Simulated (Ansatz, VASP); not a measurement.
Co in VASP and in Ansatz

Contents of INCAR:

```
SYSTEM = Co
PREC = Accurate
ENCUT = 520
EDIFF = 1E-6
ISMEAR = -1
SIGMA = 0.1
LREAL = .False.
LASPH = .True.
NELM = 150
ALGO = Normal
ISIF = 2
LWAVE = .False.
LCHARG = .False.
ISPIN = 2
MAGMOM = 1.7
LORBIT = 11
LMAXMIX = 4
GGA = PE
NBANDS = 14
```

Contents of KPOINTS:

```
regular mesh
0
Gamma
  18 18 17
  0 0 0
```

The input POSCAR:

```
Co
1.0
    2.4484686119      0.0000000000      0.0000000000
   -1.2242343060      2.1204360183      0.0000000000
    0.0000000000      0.0000000000      2.3153972186
Co
1
Direct
    0.0000000000      0.0000000000      0.0000000000
```

Input for Ansatz:

```yaml
crystal:
  lattice:
    - [2.4484686119, 0.0, 0.0]
    - [-1.224234306, 2.1204360183, 0.0]
    - [0.0, 0.0, 2.3153972186]
  atoms:
    - { symbol: Co, position: [0.0, 0.0, 0.0], spin: 1.7 }
magnetization:
  spin_polarized: true
kpoints:
  mp_grid: { grid: [18, 18, 17] }
  band_path:
    path:
      - [0.0, 0.0, 0.0]
      - [0.5, 0.0, 0.0]
      - [0.3333333333, 0.3333333333, 0.0]
      - [0.0, 0.0, 0.0]
      - [0.0, 0.0, 0.5]
      - [0.5, 0.0, 0.5]
      - [0.3333333333, 0.3333333333, 0.5]
      - [0.0, 0.0, 0.5]
      - [0.5, 0.0, 0.5]
    npoints: 8
scf:
  occupations: { method: fermi_dirac, width: 0.1 }
hamiltonian:
  xc: pbe
  pseudopotentials: { kind: paw }
output:
  forces: true
  stress: true
  eigenvalues: true
  populations: true
  dos: { projected: true, de: 0.2, e_range: [-14, 8] }
```

Change from the starting cell: volume scaled by 1, PAW files.

Alike in both runs: task single point; functional PBE; k mesh 18 × 18 × 17; occupations fermi-dirac, width 0.1 eV; collinear spin.

```csv
,VASP,Ansatz
version,VASP 6.6.1,Ansatz 0.2.0
potentials or method,"VASP PAW PBE potentials, release 64 (Co)","PAW with Ansatz's default frozen-core files, scalar-relativistic"
plane-wave cutoff (eV),520,420
valence electrons in the cell,9,17
```

|  | VASP | Ansatz | Ansatz less VASP |
| --- | --- | --- | --- |
| pressure (GPa) | -0.7 | 0.0 | +0.75 |
| traceless stress, the component that is largest in VASP (GPa) | -0.21 | 0.00 | +0.209 |
| net moment per atom (μB) | 1.76 | 1.77 | +0.012 |
| size of the moment on the site where the two differ most (μB) | 1.77 | 1.80 | +0.026 |

Site moments also hang on the region over which each program counts them. With one functional, cell and mesh, what is left measures potentials, basis and numerics. VASP's potentials hold 9 valence electrons a cell and Ansatz's 17, so a difference there can come from the potentials and not from the codes.
